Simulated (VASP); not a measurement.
BiSbS4:

```
Sb Bi S
1.0
     3.70690    0.00000    0.00000
    -1.85345    3.21027    0.00000
     0.00000    0.00000   14.03266
Sb Bi S
1 1 4
Cartesian
  0.0000 0.0000 0.0000
  0.0000 0.0000 7.0163
  0.0000 2.1402 12.3211
  0.0000 2.1402 5.2106
  1.8535 1.0701 8.8220
  1.8535 1.0701 1.7116
```

```yaml
Program: VASP 6.6.1
Task: relaxation of cell and atoms
Functional: PBE
Potentials_or_basis: VASP PAW PBE potentials, release 64 (Sb, Bi_d, S)
Cutoff: 600 eV
k_mesh: 4 × 4 × 1
Occupations: gaussian, width 0.15 eV
Spin: no spin polarisation
```

At the start: pressure -1.8 GPa; volume 27.83 Å³/atom.

Question: How do energy, volume and symmetry change on relaxing?

Answer: Over 7 steps the energy falls by 96.3 meV/atom and the volume is 27.56 Å³/atom (-1.0 %); space group P-3m1 (No. 164, to 0.05 Å).

Step by step:
```csv
step,energy change (eV),largest force (eV/Å),pressure (GPa),volume (Å³)
1,0.0000,1.2575,-1.82,166.99
2,-0.4789,0.2031,2.18,159.12
3,-0.4826,0.3245,2.65,158.33
4,-0.5744,0.1140,-0.57,166.74
5,-0.5764,0.1002,-0.19,165.62
6,-0.5763,0.1019,-0.24,165.77
7,-0.5779,0.0523,-0.07,165.34
```

Final structure:
```
CELL_PARAMETERS angstrom
3.86358 0.00000 0.00000
-1.93179 3.34596 0.00000
0.00000 0.00000 12.78976
ATOMIC_POSITIONS crystal
Sb 0.00000 0.00000 0.00000
Bi 0.00000 0.00000 0.50000
S 0.33333 0.66667 0.88430
S 0.33333 0.66667 0.37470
S 0.66667 0.33333 0.62530
S 0.66667 0.33333 0.11570
```

Caveat: the k points lie up to 0.49 Å⁻¹ apart in the final cell; this functional lacks dispersion, which binds the layers, so the pressure and a relaxed spacing across them are unreliable; the relaxation stopped at a loose force limit of 0.08 eV/Å, so its end isn't a converged minimum.
